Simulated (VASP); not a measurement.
# BN (P6_3mc) in VASP: notebook

The runs below take BN through single point, with LDA.

All numbers are computed with VASP 6.6.1; they aren't measurements. Logs are shortened: lines on timing, memory, paths and dates and some standing lists are left out, and cuts for length are marked.

### 1 The cell of the first run

It takes space group P6_3mc (No. 186, hexagonal). Conventional cell: a = 2.758 Å, b = 2.758 Å, c = 4.227 Å, α = 90.00°, β = 90.00°, γ = 120.00°. B (site symmetry 3m) has 4 N at 1.58 to 1.68 Å within 2.1 Å. Within 2.1 Å of N (site symmetry 3m) lie 4 B at 1.58 to 1.68 Å.

### 2 Single point, LDA (strain +0.080 along x and y, +0.000 along z)

The input, INCAR:

```
PREC     = Accurate       # precision mode
ENCUT    = 520            # plane-wave cutoff, eV
EDIFF    = 1E-7           # SCF threshold, eV
ISMEAR   = 0              # smearing method
SIGMA    = 0.05           # smearing width, eV
LREAL    = F              # projectors in reciprocal space
LASPH    = T              # aspherical terms in the spheres
NELM     = 60             # most SCF steps
ALGO     = Normal         # electronic algorithm
ISIF     = 2              # what is computed and relaxed
LWAVE    = F              # write WAVECAR
LCHARG   = F              # write CHGCAR
NBANDS   = 16             # bands
```

The input, KPOINTS:

```
regular mesh
0
Gamma
  12 12 6
```

The input, POSCAR:

```
BN
1.0
    2.7582547698      0.0000000000      0.0000000000
   -1.3791273849      2.3887187008      0.0000000000
    0.0000000000      0.0000000000      4.2268550000
B N
2 2
Direct
    0.6666666667      0.3333333333      0.9997240000
    0.3333333333      0.6666666667      0.4997240000
    0.6666666667      0.3333333333      0.6252760000
    0.3333333333      0.6666666667      0.1252760000
```

Potentials or basis: VASP PAW LDA potentials, release 64 (B, N).

Launch:

```
$ cat potpaw_LDA.64/B/POTCAR potpaw_LDA.64/N/POTCAR > POTCAR
$ mpirun -np 1 vasp_std > vasp.out
```

OUTCAR:

```text
PREC = Accurate
   ENCUT = 520
   EDIFF = 1E-7
   ISMEAR = 0
   LREAL = F
   LASPH = T
   NELM = 60
   ISIF = 2

 ion  position               nearest neighbor table
   1  0.667  0.333  1.000-   3 1.58   4 1.68   4 1.68   4 1.68
   2  0.333  0.667  0.500-   4 1.58   3 1.68   3 1.68   3 1.68
   3  0.667  0.333  0.625-   1 1.58   2 1.68   2 1.68   2 1.68
   4  0.333  0.667  0.125-   2 1.58   1 1.68   1 1.68   1 1.68

  LATTYP: Found a hexagonal cell.
 ALAT       =     2.7582547698
 C/A-ratio  =     1.5324382092

  Lattice vectors:

 A1 = (   2.7582547698,   0.0000000000,   0.0000000000)
 A2 = (  -1.3791273849,   2.3887187008,   0.0000000000)
 A3 = (   0.0000000000,   0.0000000000,   4.2268550000)

Analysis of symmetry for initial positions (statically):
=====================================================================
 Subroutine PRICEL returns:
 Original cell was already a primitive cell.

 Routine SETGRP: Setting up the symmetry group for a
 hexagonal supercell.

 Subroutine GETGRP returns: Found 12 space group operations
 (whereof  6 operations were pure point group operations)
 out of a pool of 24 trial point group operations.

The static configuration has the point symmetry C_3v.
 The point group associated with its full space group is C_6v.

Analysis of symmetry for dynamics (positions and initial velocities):
=====================================================================
 Subroutine PRICEL returns:
 Original cell was already a primitive cell.

 Routine SETGRP: Setting up the symmetry group for a
 hexagonal supercell.

 Subroutine GETGRP returns: Found 12 space group operations
 (whereof  6 operations were pure point group operations)
 out of a pool of 24 trial point group operations.

The dynamic configuration has the point symmetry C_3v.
 The point group associated with its full space group is C_6v.

 Subroutine INISYM returns: Found 12 space group operations
 (whereof  6 operations are pure point group operations),
 and found     1 'primitive' translations

----------------------------------------------------------------------------------------

                                     Primitive cell

  volume of cell :      27.8495

  direct lattice vectors                    reciprocal lattice vectors
     2.758254770  0.000000000  0.000000000     0.362548091  0.209317238  0.000000000
    -1.379127385  2.388718701  0.000000000     0.000000000  0.418634475  0.000000000
     0.000000000  0.000000000  4.226855000     0.000000000  0.000000000  0.236582518

  length of vectors
     2.758254770  2.758254770  4.226855000     0.418634475  0.418634475  0.236582518

  position of ions in fractional coordinates (direct lattice)
     0.666666667  0.333333333  0.999724000
     0.333333333  0.666666667  0.499724000
     0.666666667  0.333333333  0.625276000
     0.333333333  0.666666667  0.125276000

  ion indices of the primitive-cell ions
   primitive index   ion index
                 1           1
                 2           2
                 3           3
                 4           4

----------------------------------------------------------------------------------------

 KPOINTS: regular mesh

Automatic generation of k-mesh.
 Grid dimensions read from file:
 generate k-points for:   12   12    6

 Generating k-lattice:

  Cartesian coordinates                     Fractional coordinates (reciprocal lattice)
     0.030212341  0.017443103  0.000000000     0.083333333 -0.000000000  0.000000000
     0.000000000  0.034886206  0.000000000     0.000000000  0.083333333  0.000000000
     0.000000000  0.000000000  0.039430420     0.000000000  0.000000000  0.166666667

  Length of vectors
     0.034886206  0.034886206  0.039430420

  Shift w.r.t. Gamma in fractional coordinates (k-lattice)
     0.000000000  0.000000000  0.000000000

 Subroutine IBZKPT returns following result:
 ===========================================

 Found     76 irreducible k-points:

 Following reciprocal coordinates:
            Coordinates               Weight
  0.000000  0.000000  0.000000      1.000000
  0.083333  0.000000  0.000000      6.000000
  0.166667  0.000000  0.000000      6.000000
  0.250000  0.000000  0.000000      6.000000
  0.333333  0.000000  0.000000      6.000000
  0.416667  0.000000  0.000000      6.000000
[... 16 lines left out ...]
  0.250000  0.000000  0.166667     12.000000
  0.333333  0.000000  0.166667     12.000000
 [... further k-points ...]
   k-points           NKPTS =     76   k-points in BZ     NKDIM =     76   number of bands    NBANDS=     16
   number of dos      NEDOS =    301   number of ions     NIONS =      4
   total plane-waves  NPLWV =  18432
   dimension x,y,z NGX =    24 NGY =   24 NGZ =   32
   dimension x,y,z NGXF=    48 NGYF=   48 NGZF=   64
   ions per type =               2   2
   NGX,Y,Z   is equivalent  to a cutoff of  14.47, 14.47, 12.59 a.u.
   NGXF,Y,Z  is equivalent  to a cutoff of  28.93, 28.93, 25.17 a.u.
 SYSTEM =  unknown system
   PREC   = accura    normal or accurate (medium, high low for compatibility)
   ISTART =      0    job   : 0-new  1-cont  2-samecut
   ICHARG =      2    charge: 1-file 2-atom 10-const
   ISPIN  =      1    spin polarized calculation?
   LNONCOLLINEAR =      F non collinear calculations
   LSORBIT =      F    spin-orbit coupling
   LASPH  =      T    aspherical Exc in radial PAW
   ENCUT  =  520.0 eV  38.22 Ry    6.18 a.u.   5.13  5.13  7.86*2*pi/ulx,y,z
   NELM   =     60;   NELMIN=  2; NELMDL= -5     # of ELM steps
   EDIFF  = 0.1E-06   stopping-criterion for ELM
   LREAL  =      F    real-space projection
   EDIFFG = 0.1E-05   stopping-criterion for IOM
   NSW    =      0    number of steps for IOM
   IBRION =     -1    ionic relax: 0-MD 1-quasi-New 2-CG
   NFREE  =      0    steps in history (QN), initial steepest desc. (CG)
   ISIF   =      2    stress and relaxation
   ISYM   =      2    0-nonsym 1-usesym 2-fastsym
   POTIM  = 0.5000    time-step for ionic-motion
   TEBEG  =    0.0;   TEEND  =   0.0 temperature during run
   PSTRESS=    0.0 pullay stress
   NELECT =      16.0000    total number of electrons
   NUPDOWN=      -1.0000    fix difference up-down
   EMIN   =  10.00;   EMAX   =-10.00  energy-range for DOS
   EFERMI =   0.00;   METHOD = LEGACY
   ISMEAR =     0;   SIGMA  =   0.05  broadening in eV -4-tet -1-fermi 0-gaus
   EFERMI_NEDOS =   21; number of points for ismear=-14 and -15
   IALGO  =     38    algorithm
   IMIX   =      4    mixing-type and parameters
     AMIX     =   0.40;   BMIX     =  1.00
     AMIX_MAG =   1.60;   BMIX_MAG =  1.00
  volume/ion in A,a.u.               =       6.96        46.98
  Fermi-wavevector in a.u.,A,eV,Ry     =   1.360951  2.571825 25.200553  1.852188
  Thomas-Fermi vector in A             =   2.487569
   LORBIT       =      0    0 simple, 1 ext, 2 COOP (PROOUT), +10 PAW based schemes
   GGA     = CA    functional components
   LHFCALC =     F    Hartree Fock is set to
   AEXX    =    0.0000 exact exchange contribution
   IVDW    =     0    specifies the selected vdW correction
   LEPSILON=     F    determine dielectric tensor
   LRPA    =     F    only Hartree local field effects (RPA)
 non-spin polarized calculation
 Gauss-broadening in eV      SIGMA  =   0.05
  energy-cutoff  :      520.00
  volume of cell :       27.85
 maximum number of plane-waves:       761
 NGX is ok and might be reduce to    24
   NGX = 11   NGY = 11   NGZ = 15

 number of electron      16.0000002 magnetization

 Free energy of the ion-electron system (eV)
  ---------------------------------------------------
  ext. energy  EPLUGINS =         0.00000000
  ---------------------------------------------------
  free energy    TOTEN  =       -37.62826528 eV

  energy without entropy =      -37.62826528  energy(sigma->0) =      -37.62826528

 E-fermi :   5.8073     XC(G=0): -12.3155

 val. band max:        5.5976806341   @ k =   0.0000   0.0000   0.0000
 cond. band min:      10.8637260097   @ k =   0.5000   0.0000   0.0000
 fundamental gap:      5.2660453757
 Fermi energy:         5.8073018574

 k-point     1 :       0.0000    0.0000    0.0000
  band No.  band energies     occupation
      1     -12.8971      2.00000
      2      -8.8212      2.00000
      3      -3.7615      2.00000
      4       3.2640      2.00000
      5       3.2640      2.00000
      6       5.3651      2.00000
[... 8 lines left out ...]
     15      16.0946      0.00000
     16      20.4444      0.00000

 k-point     2 :       0.0833    0.0000    0.0000
  band No.  band energies     occupation
      1     -12.7725      2.00000
      2      -8.7405      2.00000
      3      -3.6396      2.00000
      4       2.6735      2.00000
      5       3.0405      2.00000
      6       5.0046      2.00000
[... 8 lines left out ...]
     15      16.4357      0.00000
     16      20.2614      0.00000

 k-point     3 :       0.1667    0.0000    0.0000
  band No.  band energies     occupation
      1     -12.4043      2.00000
      2      -8.5171      2.00000
      3      -3.2790      2.00000
      4       1.2889      2.00000
      5       2.5108      2.00000
      6       3.8405      2.00000
[... 8 lines left out ...]
     15      17.3304      0.00000
     16      19.7035      0.00000

 k-point     4 :       0.2500    0.0000    0.0000
  band No.  band energies     occupation
      1     -11.8101      2.00000
      2      -8.2203      2.00000
      3      -2.6986      2.00000
      4      -0.2921      2.00000
      5       1.9117      2.00000
      6       2.3940      2.00000
[... 8 lines left out ...]
     15      18.4995      0.00000
     16      19.3101      0.00000
[... 324 lines left out ...]
 k-point    22 :       0.1667    0.0000    0.1667
  band No.  band energies     occupation
      1     -12.2447      2.00000
      2      -9.0256      2.00000
      3      -2.5604      2.00000
      4       1.4624      2.00000
      5       2.6494      2.00000
      6       3.2973      2.00000
[... 8 lines left out ...]
     15      17.0167      0.00000
     16      19.6314      0.00000

 k-point    23 :       0.2500    0.0000    0.1667
  band No.  band energies     occupation
      1     -11.6563      2.00000
      2      -8.6558      2.00000
      3      -2.2049      2.00000
      4       0.0170      2.00000
      5       1.8524      2.00000
      6       2.0576      2.00000
[... 8 lines left out ...]
     15      18.1851      0.00000
     16      19.4720      0.00000

 k-point    24 :       0.3333    0.0000    0.1667
  band No.  band energies     occupation
      1     -10.8892      2.00000
      2      -8.3162      2.00000
      3      -2.3047      2.00000
      4      -0.6535      2.00000
      5       0.4427      2.00000
      6       1.5546      2.00000
[... 8 lines left out ...]
     15      19.3166      0.00000
     16      19.8306      0.00000

 [... further k-points ...]

------------------------ aborting loop because EDIFF is reached ----------------------------------------

  FORCE on cell =-STRESS in cart. coord.  units (eV):
  Direction    XX          YY          ZZ          XY          YZ          ZX
  --------------------------------------------------------------------------------------
  -------------------------------------------------------------------------------------
  Total      -11.7104496    -11.7104496     -3.2242683      0.0000000      0.0000000      0.0000000
  in kB     -673.7013477   -673.7013477   -185.4919304      0.0000000      0.0000000      0.0000000
  external PRESSURE =    -510.9648753 kB  Pullay stress =       0.0000000 kB

 VOLUME and BASIS-vectors are now :
 -----------------------------------------------------------------------------
  energy-cutoff  :      520.00
  volume of cell :       27.85
      direct lattice vectors                 reciprocal lattice vectors
     2.758254770  0.000000000  0.000000000     0.362548091  0.209317238  0.000000000
    -1.379127385  2.388718701  0.000000000     0.000000000  0.418634475  0.000000000
     0.000000000  0.000000000  4.226855000     0.000000000  0.000000000  0.236582518

 POSITION                                       TOTAL-FORCE (eV/Angst)
 -----------------------------------------------------------------------------------
      1.37913      0.79624      4.22569         0.000000      0.000000     -0.152458
     -0.00000      1.59248      2.11226         0.000000     -0.000000     -0.152458
      1.37913      0.79624      2.64295         0.000000     -0.000000      0.152458
     -0.00000      1.59248      0.52952        -0.000000      0.000000      0.152458
 -----------------------------------------------------------------------------------
    total drift:                               -0.000000     -0.000000     -0.000364

  FREE ENERGIE OF THE ION-ELECTRON SYSTEM (eV)
  ---------------------------------------------------
  free  energy   TOTEN  =       -37.6282652806 eV

  energy  without entropy=      -37.6282652806  energy(sigma->0) =      -37.62826528
```

Wall time 23 s (1 thread of AMD EPYC 7R13 (Zen 3), shared host); peak memory 0.11 GiB.

Results:

| Property | Result |
| --- | --- |
| Free energy | -37.6283 eV |
| Pressure | -51.1 GPa |
| Largest force | 0.152 eV/Å |
| Band gap on the k mesh | 5.27 eV, indirect (least direct gap 6.37 eV) |

Forces in eV/Å, atoms in the order of the input:
```
B    0.000  0.000 -0.152
B    0.000  0.000 -0.152
N    0.000  0.000  0.152
N    0.000  0.000  0.152
```

Caveat: the cell differs from its parent crystal (strain +0.080 along x and y, +0.000 along z). A k mesh can miss the band edges.

### 3 Single point, LDA (strain +0.080 along x and y, +0.080 along z)

The input, INCAR:

```
SYSTEM = BN
  PREC = Accurate
  ENCUT = 520
  EDIFF = 1E-6
  ISMEAR = 0
  SIGMA = 0.05
  LREAL = .FALSE.
  LASPH = .TRUE.
  NELM = 60
  ALGO = Normal
  ISIF = 2
  LWAVE = .FALSE.
  LCHARG = .FALSE.
  GGA = CA
  NBANDS = 16
```

The input, KPOINTS:

```
regular mesh
0
G
  12 12 6
  0 0 0
```

Changes to POSCAR since step 2:

```diff
@@ -4,3 +4,3 @@
    -1.3791273849      2.3887187008      0.0000000000
-    0.0000000000      0.0000000000      4.2268550000
+    0.0000000000      0.0000000000      4.5650034000
 B N
```

Potentials or basis: VASP PAW LDA potentials, release 64 (B, N).

Launch:

```
$ cat potpaw_LDA.64/B/POTCAR potpaw_LDA.64/N/POTCAR > POTCAR
$ mpirun -np 1 vasp_std > vasp.out
```

It took 28 s on 1 thread of AMD EPYC 7R13 (Zen 3), shared host; peak memory 0.12 GiB.

The run converged. Its results:

```
Free energy            : -37.0102 eV
Pressure               : -65.1 GPa
Largest force          : 0.159 eV/Å
Band gap on the k mesh : 5.17 eV, indirect (least direct gap 6.61 eV)
```

Forces in eV/Å, atoms in the order of the input:
```
B    0.000  0.000  0.159
B    0.000  0.000  0.159
N    0.000  0.000 -0.159
N    0.000  0.000 -0.159
```

Stress tensor (GPa, compression positive):
```
-64.82   0.00   0.00
  0.00 -64.82   0.00
  0.00   0.00 -65.71
```

Levels at points of the mesh, in eV from the valence-band top:
```tsv
k point	band 5	band 6	band 7	band 8	band 9	band 10	band 11	band 12
(0.00, 0.00, 0.00)	-1.66	-0.21	0.00	0.00	6.61	6.86	7.26	7.26
(0.50, 0.00, 0.00)	-5.63	-3.91	-3.40	-1.67	5.70	6.99	8.79	9.17
(0.00, 0.00, 0.50)	-0.92	-0.92	-0.92	-0.92	7.22	7.22	8.51	8.51
(0.50, 0.00, 0.50)	-2.95	-2.95	-2.87	-2.87	5.51	5.51	8.35	8.35
```

Caveat: the cell differs from its parent crystal (strain +0.080 along x and y, +0.080 along z). A k mesh can miss the band edges.

### 4 Single point, LDA (strain -0.080 along x and y, -0.080 along z)

The input, INCAR:

```
SYSTEM = BN
PREC = Accurate ; ENCUT = 520
EDIFF = 1E-6 ; ISMEAR = 0
SIGMA = 0.05 ; LREAL = .FALSE.
LASPH = .TRUE. ; NELM = 100
ALGO = Normal ; ISIF = 2
LWAVE = .FALSE. ; LCHARG = .FALSE.
NBANDS = 16
```

KPOINTS is that of step 3.

The input, POSCAR:

```
BN
1.0
    2.3496244336      0.0000000000      0.0000000000
   -1.1748122168      2.0348344488      0.0000000000
    0.0000000000      0.0000000000      3.8887066000
B N
2 2
Direct
    0.6666666667      0.3333333333      0.9997240000
    0.3333333333      0.6666666667      0.4997240000
    0.6666666667      0.3333333333      0.6252760000
    0.3333333333      0.6666666667      0.1252760000
```

Launch:

```
$ cat potpaw_LDA.64/B/POTCAR potpaw_LDA.64/N/POTCAR > POTCAR
$ mpirun -np 1 vasp_std > vasp.out
```

It took 26 s on 1 thread of Intel Xeon 6975P-C, shared host; peak memory 0.13 GiB.

The run converged. Its results:

```yaml
Free_energy: -37.2269 eV
Pressure: 128.3 GPa
Largest_force: 0.218 eV/Å
Band_gap_on_the_k_mesh: 4.41 eV, indirect (least direct gap 9.19 eV)
```

Forces in eV/Å, atoms in the order of the input:
```
B    0.000  0.000 -0.218
B    0.000  0.000 -0.218
N    0.000  0.000  0.218
N    0.000  0.000  0.218
```

Stress tensor (GPa, compression positive):
```
127.71   0.00   0.00
  0.00 127.71   0.00
  0.00   0.00 129.55
```

Levels at points of the mesh, in eV from the valence-band top:
| k point | band 5 | band 6 | band 7 | band 8 | band 9 | band 10 | band 11 | band 12 |
| --- | --- | --- | --- | --- | --- | --- | --- | --- |
| (0.00, 0.00, 0.00) | -2.71 | -0.39 | 0.00 | 0.00 | 9.19 | 9.19 | 9.70 | 12.79 |
| (0.50, 0.00, 0.00) | -8.35 | -6.36 | -5.81 | -2.69 | 7.49 | 8.50 | 11.72 | 13.21 |
| (0.00, 0.00, 0.50) | -1.51 | -1.51 | -1.51 | -1.51 | 11.08 | 11.08 | 11.08 | 11.08 |
| (0.50, 0.00, 0.50) | -4.83 | -4.83 | -4.46 | -4.46 | 7.30 | 7.30 | 11.60 | 11.60 |

Caveat: the cell differs from its parent crystal (strain -0.080 along x and y, -0.080 along z). A k mesh can miss the band edges.

### 5 The runs side by side

```csv
cell,gap on the mesh (eV),pressure (GPa),largest force (eV/Å)
"a = 2.758, b = 2.758, c = 4.227 Å, angles 90.0, 90.0, 120.0°, 4 atoms",5.27,-51.1,0.15
"a = 2.758, b = 2.758, c = 4.565 Å, angles 90.0, 90.0, 120.0°, 4 atoms",5.17,-65.1,0.16
"a = 2.350, b = 2.350, c = 3.889 Å, angles 90.0, 90.0, 120.0°, 4 atoms",4.41,128.3,0.22
```

Alike in all rows: task single point; level LDA; potentials or basis VASP PAW LDA potentials, release 64 (B, N); no spin polarisation; k mesh 12 × 12 × 6; cutoff (eV) 520; smearing gaussian 0.05 eV.

Absolute energies hang on the potentials; compare differences alone.
